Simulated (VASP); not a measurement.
# Ga3P (P1) in VASP: single point with PBE

Aim: the single point of Ga3P with PBE.

All numbers are computed with VASP 6.6.1; they aren't measurements. Logs are shortened: lines on timing, memory, paths and dates and some standing lists are left out, and cuts for length are marked.

**1. The cell of the first run**

The typed cell holds 8 atoms: a = 3.942 Å, b = 3.940 Å, c = 13.020 Å, α = 81.48°, β = 98.31°, γ = 119.86°.

**2. Single point, PBE**

INCAR

```
ALGO = Normal
EDIFF = 1E-6
ENCUT = 520
GGA = PE
ISIF = 2
ISMEAR = 0
LASPH = True
LCHARG = False
LREAL = False
LWAVE = False
NBANDS = 54
NELM = 80
PREC = Accurate
SIGMA = 0.2
```

KPOINTS

```
k-points
0
Gamma
  6 6 2
```

POSCAR

```
Ga3P
1.0
    3.9311303009      0.0138038439     -0.2902027755
   -1.9571348041      3.4061503727      0.2968530449
   -0.9318079127      0.5646173991     12.9743409593
Ga P
6 2
Direct
    0.9457210344      1.0517229667      0.2161571059
    0.3655784006      0.6354336373      0.4657857200
    0.5362246059      0.4671830577      0.9691067426
    0.1017232351      0.8988607905      0.6757959790
    0.4657443212      0.5337657940      0.7705104275
    0.7313728884      0.2680973106      0.5665299786
    0.2985057795      0.6979377422      0.2770572164
    0.8884630683      1.1136653674      0.0290568299
```

Potentials or basis: VASP PAW PBE potentials, release 64 (Ga_d, P).

On the command line:

```sh
> cat potpaw_PBE.64/Ga_d/POTCAR potpaw_PBE.64/P/POTCAR > POTCAR
> mpirun -np 1 vasp_std > vasp.out
```

OUTCAR:

```text
EDIFF = 1E-6
   ENCUT = 520
   GGA = PE
   ISIF = 2
   ISMEAR = 0
   LASPH = True
   LREAL = False
   NELM = 80
   PREC = Accurate

 ion  position               nearest neighbor table
   1  0.946  0.052  0.216-   8 2.40   7 2.41   7 2.41   7 2.41
   2  0.366  0.635  0.466-   7 2.42   6 2.62   6 2.62   6 2.62
   3  0.536  0.467  0.969-   8 2.40   8 2.40   8 2.40   5 2.55
   4  0.102  0.899  0.676-   5 2.58   5 2.58   5 2.58   6 2.67   6 2.68   6 2.68
   5  0.466  0.534  0.771-   3 2.55   4 2.58   4 2.58   4 2.58
   6  0.731  0.268  0.567-   2 2.62   2 2.62   2 2.62   4 2.67   4 2.68   4 2.68
   7  0.299  0.698  0.277-   1 2.41   1 2.41   1 2.41   2 2.42
   8  0.888  0.114  0.029-   1 2.40   3 2.40   3 2.40   3 2.40

  LATTYP: Found a triclinic cell.
 ALAT       =     3.9418515497
 B/A-ratio  =     0.9994259298
 C/A-ratio  =     3.3098042389
 COS(alpha) =     0.0026180244
 COS(beta)  =     0.1578455239
 COS(gamma) =     0.4979551347

  Lattice vectors:

 A1 = (  -3.9311303009,  -0.0138038439,   0.2902027755)
 A2 = (  -1.9571348041,   3.4061503727,   0.2968530449)
 A3 = (  -2.9993223882,  -0.5784212430, -12.6841381838)

Analysis of symmetry for initial positions (statically):
=====================================================================
 Subroutine PRICEL returns:
 Original cell was already a primitive cell.

 Routine SETGRP: Setting up the symmetry group for a
 triclinic supercell.

 Subroutine GETGRP returns: Found  1 space group operations
 (whereof  1 operations were pure point group operations)
 out of a pool of  2 trial point group operations.

The static configuration has the point symmetry C_1 .

Analysis of symmetry for dynamics (positions and initial velocities):
=====================================================================
 Subroutine PRICEL returns:
 Original cell was already a primitive cell.

 Routine SETGRP: Setting up the symmetry group for a
 triclinic supercell.

 Subroutine GETGRP returns: Found  1 space group operations
 (whereof  1 operations were pure point group operations)
 out of a pool of  2 trial point group operations.

The dynamic configuration has the point symmetry C_1 .

 Subroutine INISYM returns: Found  1 space group operations
 (whereof  1 operations are pure point group operations),
 and found     1 'primitive' translations

----------------------------------------------------------------------------------------

                                     Primitive cell

  volume of cell :     172.8141

  direct lattice vectors                    reciprocal lattice vectors
     3.931130301  0.013803844 -0.290202776     0.254753190  0.145334909  0.011971507
    -1.957134804  3.406150373  0.296853045    -0.001984498  0.293572146 -0.012918199
    -0.931807913  0.564617399 12.974340959     0.005743582 -0.003466164  0.077638546

  length of vectors
     3.941851550  3.939588650 13.020006994     0.293538312  0.293862933  0.077927831

  position of ions in fractional coordinates (direct lattice)
     0.945721034  0.051722967  0.216157106
     0.365578401  0.635433637  0.465785720
     0.536224606  0.467183058  0.969106743
     0.101723235  0.898860791  0.675795979
     0.465744321  0.533765794  0.770510427
     0.731372888  0.268097311  0.566529979
     0.298505779  0.697937742  0.277057216
     0.888463068  0.113665367  0.029056830

  ion indices of the primitive-cell ions
   primitive index   ion index
                 1           1
                 2           2
                 3           3
                 4           4
                 5           5
                 6           6
                 7           7
                 8           8

----------------------------------------------------------------------------------------

 KPOINTS: k-points

Automatic generation of k-mesh.
 Grid dimensions read from file:
 generate k-points for:    6    6    2

 Generating k-lattice:

  Cartesian coordinates                     Fractional coordinates (reciprocal lattice)
     0.042458865  0.024222485  0.001995251     0.166666667  0.000000000  0.000000000
    -0.000330750  0.048928691 -0.002153033    -0.000000000  0.166666667  0.000000000
     0.002871791 -0.001733082  0.038819273     0.000000000 -0.000000000  0.500000000

  Length of vectors
     0.048923052  0.048977155  0.038963916

  Shift w.r.t. Gamma in fractional coordinates (k-lattice)
     0.000000000  0.000000000  0.000000000

 Subroutine IBZKPT returns following result:
 ===========================================

 Found     40 irreducible k-points:

 Following reciprocal coordinates:
            Coordinates               Weight
  0.000000  0.000000  0.000000      1.000000
  0.166667  0.000000  0.000000      2.000000
  0.333333  0.000000  0.000000      2.000000
  0.500000  0.000000  0.000000      1.000000
  0.000000  0.166667 -0.000000      2.000000
  0.166667  0.166667 -0.000000      2.000000
[... 16 lines left out ...]
  0.333333 -0.000000  0.500000      2.000000
  0.500000  0.000000  0.500000      1.000000
 [... further k-points ...]
   k-points           NKPTS =     40   k-points in BZ     NKDIM =     40   number of bands    NBANDS=     54
   number of dos      NEDOS =    301   number of ions     NIONS =      8
   total plane-waves  NPLWV =  88200
   dimension x,y,z NGX =    30 NGY =   30 NGZ =   98
   dimension x,y,z NGXF=    60 NGYF=   60 NGZF=  196
   ions per type =               6   2
   NGX,Y,Z   is equivalent  to a cutoff of  12.65, 12.66, 12.51 a.u.
   NGXF,Y,Z  is equivalent  to a cutoff of  25.30, 25.32, 25.03 a.u.
 SYSTEM =  unknown system
   PREC   = accura    normal or accurate (medium, high low for compatibility)
   ISTART =      0    job   : 0-new  1-cont  2-samecut
   ICHARG =      2    charge: 1-file 2-atom 10-const
   ISPIN  =      1    spin polarized calculation?
   LNONCOLLINEAR =      F non collinear calculations
   LSORBIT =      F    spin-orbit coupling
   LASPH  =      T    aspherical Exc in radial PAW
   ENCUT  =  520.0 eV  38.22 Ry    6.18 a.u.   7.33  7.33 24.21*2*pi/ulx,y,z
   NELM   =     80;   NELMIN=  2; NELMDL= -5     # of ELM steps
   EDIFF  = 0.1E-05   stopping-criterion for ELM
   LREAL  =      F    real-space projection
   EDIFFG = 0.1E-04   stopping-criterion for IOM
   NSW    =      0    number of steps for IOM
   IBRION =     -1    ionic relax: 0-MD 1-quasi-New 2-CG
   NFREE  =      0    steps in history (QN), initial steepest desc. (CG)
   ISIF   =      2    stress and relaxation
   ISYM   =      2    0-nonsym 1-usesym 2-fastsym
   POTIM  = 0.5000    time-step for ionic-motion
   TEBEG  =    0.0;   TEEND  =   0.0 temperature during run
   PSTRESS=    0.0 pullay stress
   NELECT =      88.0000    total number of electrons
   NUPDOWN=      -1.0000    fix difference up-down
   EMIN   =  10.00;   EMAX   =-10.00  energy-range for DOS
   EFERMI =   0.00;   METHOD = LEGACY
   ISMEAR =     0;   SIGMA  =   0.20  broadening in eV -4-tet -1-fermi 0-gaus
   EFERMI_NEDOS =   21; number of points for ismear=-14 and -15
   IALGO  =     38    algorithm
   IMIX   =      4    mixing-type and parameters
     AMIX     =   0.40;   BMIX     =  1.00
     AMIX_MAG =   1.60;   BMIX_MAG =  1.00
  volume/ion in A,a.u.               =      21.60       145.78
  Fermi-wavevector in a.u.,A,eV,Ry     =   1.307302  2.470443 23.252887  1.709039
  Thomas-Fermi vector in A             =   2.438046
   LORBIT       =      0    0 simple, 1 ext, 2 COOP (PROOUT), +10 PAW based schemes
   GGA     = PE    functional components
   LHFCALC =     F    Hartree Fock is set to
   AEXX    =    0.0000 exact exchange contribution
   IVDW    =     0    specifies the selected vdW correction
   LEPSILON=     F    determine dielectric tensor
   LRPA    =     F    only Hartree local field effects (RPA)
 non-spin polarized calculation
 Gauss-broadening in eV      SIGMA  =   0.20
  energy-cutoff  :      520.00
  volume of cell :      172.81
 maximum number of plane-waves:      4690
 NGX is ok and might be reduce to    30
   NGX = 15   NGY = 15   NGZ = 49

 number of electron      88.0000030 magnetization

 Free energy of the ion-electron system (eV)
  ---------------------------------------------------
  ext. energy  EPLUGINS =         0.00000000
  ---------------------------------------------------
  free energy    TOTEN  =       -28.89260587 eV

  energy without entropy =      -28.83833107  energy(sigma->0) =      -28.86546847

 E-fermi :   4.3766     XC(G=0):  -9.8217

 val. band max:        4.3721306896   @ k =  -0.3333   0.3333   0.5000
 cond. band min:       4.4223486563   @ k =  -0.0000   0.3333   0.0000
 fundamental gap:      0.0502179667
 Fermi energy:         4.3766045384

 k-point     1 :       0.0000    0.0000    0.0000
  band No.  band energies     occupation
      1     -10.7729      2.00000
      2     -10.7708      2.00000
      3     -10.7650      2.00000
      4     -10.7066      2.00000
      5     -10.7064      2.00000
      6     -10.7005      2.00000
[... 46 lines left out ...]
     53       8.2812      0.00000
     54       8.6118      0.00000

 k-point     2 :       0.1667    0.0000    0.0000
  band No.  band energies     occupation
      1     -10.7661      2.00000
      2     -10.7637      2.00000
      3     -10.7413      2.00000
      4     -10.7189      2.00000
      5     -10.6990      2.00000
      6     -10.6939      2.00000
[... 46 lines left out ...]
     53       8.5417      0.00000
     54       9.4205      0.00000
[... 1195 lines left out ...]
     53       9.0352      0.00000
     54       9.6744      0.00000

 k-point    24 :       0.5000    0.0000    0.5000
  band No.  band energies     occupation
      1     -10.7850      2.00000
      2     -10.7415      2.00000
      3     -10.7380      2.00000
      4     -10.6912      2.00000
      5     -10.6821      2.00000
      6     -10.6534      2.00000
[... 46 lines left out ...]
     53       8.7764      0.00000
     54       9.2735      0.00000

 [... further k-points ...]

------------------------ aborting loop because EDIFF is reached ----------------------------------------

  FORCE on cell =-STRESS in cart. coord.  units (eV):
  Direction    XX          YY          ZZ          XY          YZ          ZX
  --------------------------------------------------------------------------------------
  -------------------------------------------------------------------------------------
  Total        0.1170787      0.0789926      0.1363999     -0.0224885      0.0183294     -0.0702025
  in kB        1.0854485      0.7323489      1.2645778     -0.2084927      0.1699337     -0.6508541
  external PRESSURE =       1.0274584 kB  Pullay stress =       0.0000000 kB

 VOLUME and BASIS-vectors are now :
 -----------------------------------------------------------------------------
  energy-cutoff  :      520.00
  volume of cell :      172.81
      direct lattice vectors                 reciprocal lattice vectors
     3.931130301  0.013803844 -0.290202776     0.254753190  0.145334909  0.011971507
    -1.957134804  3.406150373  0.296853045    -0.001984498  0.293572146 -0.012918199
    -0.931807913  0.564617399 12.974340959     0.005743582 -0.003466164  0.077638546

 POSITION                                       TOTAL-FORCE (eV/Angst)
 -----------------------------------------------------------------------------------
      3.41511      0.31128      2.54540        -0.001009      0.003126     -0.008821
     -0.24052      2.43242      6.12580        -0.000800      0.000237     -0.006466
      0.29061      2.14587     12.55659         0.000510      0.000348      0.006839
     -1.98902      3.44463      9.00532        -0.002118      0.000090     -0.006231
      0.06828      2.25956     10.02015         0.000384     -0.000845      0.007349
      1.82252      1.24315      7.21769         0.002117      0.000650      0.002393
     -0.45066      2.53783      3.71519         0.000464     -0.002560     -0.004381
      3.24313      0.41583      0.15290         0.000452     -0.001045      0.009320
 -----------------------------------------------------------------------------------
    total drift:                                0.000840     -0.000664      0.001067

  FREE ENERGIE OF THE ION-ELECTRON SYSTEM (eV)
  ---------------------------------------------------
  free  energy   TOTEN  =       -28.8926058747 eV

  energy  without entropy=      -28.8383310718  energy(sigma->0) =      -28.86546847
```

Wall time 9.5 min (1 thread of Intel Xeon 6975P-C (Granite Rapids), shared host); peak memory 0.43 GiB.

Results:

- Free energy: -28.8926 eV
- Pressure: 0.1 GPa
- Largest force: 0.009 eV/Å
- Band gap on the k mesh: zero (band 44 reaches 6.01 eV, above the bottom of band 45 at 3.55 eV)

Forces in eV/Å, atoms in the order of the input:
```
Ga  -0.001  0.003 -0.009
Ga  -0.001  0.000 -0.006
Ga   0.001  0.000  0.007
Ga  -0.002  0.000 -0.006
Ga   0.000 -0.001  0.007
Ga   0.002  0.001  0.002
P    0.000 -0.003 -0.004
P    0.000 -0.001  0.009
```
